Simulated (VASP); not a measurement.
# C (P6_3/mmc) in VASP: a series of runs, part 2 of 2

VASP 6.6.1. Earlier steps stand in the parts before.

## Step 4: Single point, r2SCAN+D3(BJ)

Contents of POSCAR:

```
C
1.0
    2.4554722733      0.0000000000      0.0000000000
   -1.2277361366      2.1265013670      0.0000000000
    0.0000000000      0.0000000000      6.7303613343
C
4
Direct
    0.0000000000      0.0000000000      0.2500000000
    0.0000000000      0.0000000000      0.7500000000
    0.3333333333      0.6666666667      0.2500000000
    0.6666666667      0.3333333333      0.7500000000
```

Contents of INCAR.step1:

```
PREC     = Accurate       # precision mode
ENCUT    = 520            # plane-wave cutoff, eV
ISMEAR   = -1             # smearing method
SIGMA    = 0.15           # smearing width, eV
LREAL    = F              # projectors in reciprocal space
LASPH    = T              # aspherical terms in the spheres
NELM     = 80             # most SCF steps
NBANDS   = 16             # bands
GGA      = PE             # functional
ALGO     = Normal         # electronic algorithm
EDIFF    = 1E-4           # SCF threshold, eV
LWAVE    = T              # write WAVECAR
LCHARG   = F              # write CHGCAR
```

Contents of INCAR.step2:

```
PREC     = Accurate       # precision mode
ENCUT    = 520            # plane-wave cutoff, eV
EDIFF    = 1E-7           # SCF threshold, eV
ISMEAR   = -1             # smearing method
SIGMA    = 0.15           # smearing width, eV
LREAL    = F              # projectors in reciprocal space
LASPH    = T              # aspherical terms in the spheres
NELM     = 80             # most SCF steps
ALGO     = Normal         # electronic algorithm
ISIF     = 2              # what is computed and relaxed
LWAVE    = F              # write WAVECAR
LCHARG   = F              # write CHGCAR
METAGGA  = R2SCAN         # meta-GGA
LMIXTAU  = T            
IVDW     = 12             # dispersion correction
VDW_S6   = 1.0          
VDW_S8   = 0.78981345   
VDW_A1   = 0.49484001   
VDW_A2   = 5.73083694   
NBANDS   = 16             # bands
ISTART   = 1
```

Contents of KPOINTS:

```
regular mesh
0
Gamma
  21 21 6
```

Potentials or basis: VASP PAW PBE potentials, release 64 (C).

Started as:

```console
$ cat potpaw_PBE.64/C/POTCAR > POTCAR
$ cp INCAR.step1 INCAR
$ mpirun -np 1 vasp_std > vasp.out
$ cp INCAR.step2 INCAR
$ mpirun -np 1 vasp_std > vasp.out
```

OUTCAR:

```text
PREC = Accurate
   ENCUT = 520
   EDIFF = 1E-7
   ISMEAR = -1
   LREAL = F
   LASPH = T
   NELM = 80
   ISIF = 2
   METAGGA = R2SCAN
   IVDW = 12
   ISTART = 1
 IVDW          = 12

 ion  position               nearest neighbor table
   1  0.000  0.000  0.250-   3 1.42   3 1.42   3 1.42
   2  0.000  0.000  0.750-   4 1.42   4 1.42   4 1.42
   3  0.333  0.667  0.250-   1 1.42   1 1.42   1 1.42
   4  0.667  0.333  0.750-   2 1.42   2 1.42   2 1.42

  LATTYP: Found a hexagonal cell.
 ALAT       =     2.4554722733
 C/A-ratio  =     2.7409640937

  Lattice vectors:

 A1 = (   2.4554722733,   0.0000000000,   0.0000000000)
 A2 = (  -1.2277361366,   2.1265013670,   0.0000000000)
 A3 = (   0.0000000000,   0.0000000000,   6.7303613343)

Analysis of symmetry for initial positions (statically):
=====================================================================
 Subroutine PRICEL returns:
 Original cell was already a primitive cell.

 Routine SETGRP: Setting up the symmetry group for a
 hexagonal supercell.

 Subroutine GETGRP returns: Found 24 space group operations
 (whereof 12 operations were pure point group operations)
 out of a pool of 24 trial point group operations.

[... 171 lines left out ...]
 fundamental gap:      0.3509157974
 Fermi energy:         4.6755464746

 k-point     1 :       0.0000    0.0000    0.0000
  band No.  band energies     occupation
      1     -16.3108      2.00000
      2     -16.0209      2.00000
      3      -4.3674      2.00000
      4      -2.3828      2.00000
      5       1.4633      2.00000
      6       1.4633      2.00000
[... 433 lines left out ...]
      3      -3.0218      2.00000
      4      -2.9421      2.00000
      5      -2.4500      2.00000
      6      -1.2071      2.00000
[... 8 lines left out ...]
     15      17.2344      0.00000
     16      17.4654      0.00000

 [... further k-points ...]

------------------------ aborting loop because EDIFF is reached ----------------------------------------

 Edisp (eV)   -0.30425

 E8    (eV) :    -0.0636

  FORCE on cell =-STRESS in cart. coord.  units (eV):
  Direction    XX          YY          ZZ          XY          YZ          ZX
  --------------------------------------------------------------------------------------
  -------------------------------------------------------------------------------------
  Total       0.23556     0.23556    -0.02305     0.00000     0.00000    -0.00000
  in kB      10.73933    10.73933    -1.05069     0.00000     0.00000    -0.00000
  external pressure =        6.81 kB  Pullay stress =        0.00 kB

 VOLUME and BASIS-vectors are now :
 -----------------------------------------------------------------------------
  energy-cutoff  :      520.00
  volume of cell :       35.14
      direct lattice vectors                 reciprocal lattice vectors
     2.455472273  0.000000000  0.000000000     0.407253631  0.235127994  0.000000000
    -1.227736137  2.126501367  0.000000000     0.000000000  0.470255987  0.000000000
     0.000000000  0.000000000  6.730361334     0.000000000  0.000000000  0.148580433

 POSITION                                       TOTAL-FORCE (eV/Angst)
 -----------------------------------------------------------------------------------
      0.00000      0.00000      1.68259        -0.000000     -0.000000      0.000000
      0.00000      0.00000      5.04777         0.000000      0.000000     -0.000000
     -0.00000      1.41767      1.68259         0.000000     -0.000000     -0.000000
      1.22774      0.70883      5.04777         0.000000      0.000000      0.000000
 -----------------------------------------------------------------------------------
    total drift:                                0.000000     -0.000000      0.000000

  FREE ENERGIE OF THE ION-ELECTRON SYSTEM (eV)
  ---------------------------------------------------
  free  energy   TOTEN  =       -40.0515935744 eV

  energy  without entropy=      -40.0472953134  energy(sigma->0) =      -40.04944444
```

Run time: 7.9 min. Hardware: 1 thread of Intel Xeon 8259CL, shared host; peak memory 0.22 GiB.

Results:

| Property | Result |
| --- | --- |
| Free energy | -40.0516 eV |
| Pressure | 0.7 GPa |
| Band gap on the k mesh | zero (bands 8 and 9 overlap by 0.03 eV) |
| Dispersion energy per atom | -0.076 eV |

Caveat: the PAW data sets were made with another functional, which shifts forces and pressure a little.

## Step 5: Relaxation of shape and atoms at fixed volume, r2SCAN+D3(BJ) (7.73 Å³/atom)

This run uses another cell than the first one, of 7.73 Å³/atom.

Contents of POSCAR:

```
C
1.0
    2.4183817585      0.0000000000      0.0000000000
   -1.2091908792      2.0943800389      0.0000000000
    0.0000000000      0.0000000000      6.1057249738
C
4
Direct
    0.0000000000      0.0000000000      0.2500000000
    0.0000000000      0.0000000000      0.7500000000
    0.3333333333      0.6666666667      0.2500000000
    0.6666666667      0.3333333333      0.7500000000
```

Contents of INCAR.step1:

```
SYSTEM = C
ALGO     = Normal         ! electronic algorithm
EDIFF    = 1E-4           ! SCF threshold, eV
ENCUT    = 600            ! plane-wave cutoff, eV
GGA      = PE             ! functional
ISMEAR   = 0              ! smearing method
LASPH    = .TRUE.         ! aspherical terms in the spheres
LCHARG   = .FALSE.        ! write CHGCAR
LREAL    = .FALSE.        ! projectors in reciprocal space
LWAVE    = .TRUE.         ! write WAVECAR
NELM     = 100            ! most SCF steps
PREC     = Accurate       ! precision mode
SIGMA    = 0.1            ! smearing width, eV
```

Contents of INCAR.step2:

```
SYSTEM = C
ALGO     = Normal         ! electronic algorithm
EDIFF    = 1E-6           ! SCF threshold, eV
EDIFFG   = -0.01          ! ionic threshold
ENCUT    = 600            ! plane-wave cutoff, eV
IBRION   = 2              ! ionic algorithm
ISIF     = 4              ! what is computed and relaxed
ISMEAR   = 0              ! smearing method
ISTART   = 1            
IVDW     = 12             ! dispersion correction
LASPH    = .TRUE.         ! aspherical terms in the spheres
LCHARG   = .FALSE.        ! write CHGCAR
LMIXTAU  = .TRUE.       
LREAL    = .FALSE.        ! projectors in reciprocal space
LWAVE    = .FALSE.        ! write WAVECAR
METAGGA  = R2SCAN         ! meta-GGA
NELM     = 100            ! most SCF steps
NSW      = 50             ! ionic steps
PREC     = Accurate       ! precision mode
SIGMA    = 0.1            ! smearing width, eV
VDW_A1   = 0.49484001   
VDW_A2   = 5.73083694   
VDW_S6   = 1.0          
VDW_S8   = 0.78981345
```

Contents of KPOINTS:

```
k-points
0
G
  21 21 6
  0 0 0
```

Started as:

```console
$ cat potpaw_PBE.64/C/POTCAR > POTCAR
$ cp INCAR.step1 INCAR
$ mpirun -np 1 vasp_std > vasp.out
$ cp INCAR.step2 INCAR
$ mpirun -np 1 vasp_std > vasp.out
```

Run time: 5.8 min. Hardware: 1 thread of Intel Xeon 6975P-C (Granite Rapids), shared host; peak memory 0.21 GiB.

Results (log left out):

- Free energy: -39.9655 eV
- Energy gained by relaxing: 8.3 meV/atom
- Ionic steps: 3
- Pressure after relaxing: 8.4 GPa
- Band gap on the k mesh: zero (bands 8 and 9 overlap by 0.09 eV)
- Dispersion energy per atom: -0.085 eV

Step by step:
| step | energy change (eV) | largest force (eV/Å) | pressure (GPa) | volume (Å³) |
| --- | --- | --- | --- | --- |
| 1 | 0.0000 | 0.0000 | 17.98 | 30.93 |
| 2 | -0.0270 | 0.0000 | 4.42 | 30.93 |
| 3 | -0.0331 | 0.0000 | 8.41 | 30.93 |

Final structure:
```cif
data_structure
_symmetry_space_group_name_H-M 'P 1'
_symmetry_Int_Tables_number 1
_cell_length_a 2.4419
_cell_length_b 2.4419
_cell_length_c 5.9885
_cell_angle_alpha 90.000
_cell_angle_beta 90.000
_cell_angle_gamma 120.000
_cell_volume 30.93
loop_
_atom_site_label
_atom_site_type_symbol
_atom_site_fract_x
_atom_site_fract_y
_atom_site_fract_z
_atom_site_occupancy
C1 C 0.00000 0.00000 0.25000 1
C2 C 0.00000 0.00000 0.75000 1
C3 C 0.33333 0.66667 0.25000 1
C4 C 0.66667 0.33333 0.75000 1
```

Levels at points of the mesh, in eV from the Fermi level:
```tsv
k point	band 4	band 5	band 6	band 7	band 8	band 9	band 10	band 11	band 12
(0.00, 0.00, 0.00)	-6.25	-3.14	-3.14	-3.08	-3.08	5.83	8.86	8.86	9.00
(0.00, 0.00, 0.50)	-8.16	-3.11	-3.11	-3.11	-3.11	8.93	8.93	8.93	8.93
```

Caveat: the PAW data sets were made with another functional, which shifts forces and pressure a little.

## Step 6: Overview

```tsv
task	cell	cutoff (eV)	smearing	gap on the mesh (eV)	pressure (GPa)
single point	a = 2.455, b = 2.455, c = 6.730 Å, angles 90.0, 90.0, 120.0°, 4 atoms	520	gaussian 0.1 eV	none	0.7
single point	a = 2.455, b = 2.455, c = 6.730 Å, angles 90.0, 90.0, 120.0°, 4 atoms	520	fermi-dirac 0.15 eV	none	0.7
relaxation of shape and atoms at fixed volume	relaxed from a = 2.418, b = 2.418, c = 6.106 Å, angles 90.0, 90.0, 120.0°, 4 atoms	600	gaussian 0.1 eV	none	8.4
```

Alike in all rows: level r2SCAN+D3(BJ); potentials or basis VASP PAW PBE potentials, release 64 (C); no spin polarisation; k mesh 21 × 21 × 6.

Caveats: the PAW data sets were made with another functional, which shifts forces and pressure a little.

Absolute energies hang on the potentials; compare differences alone.
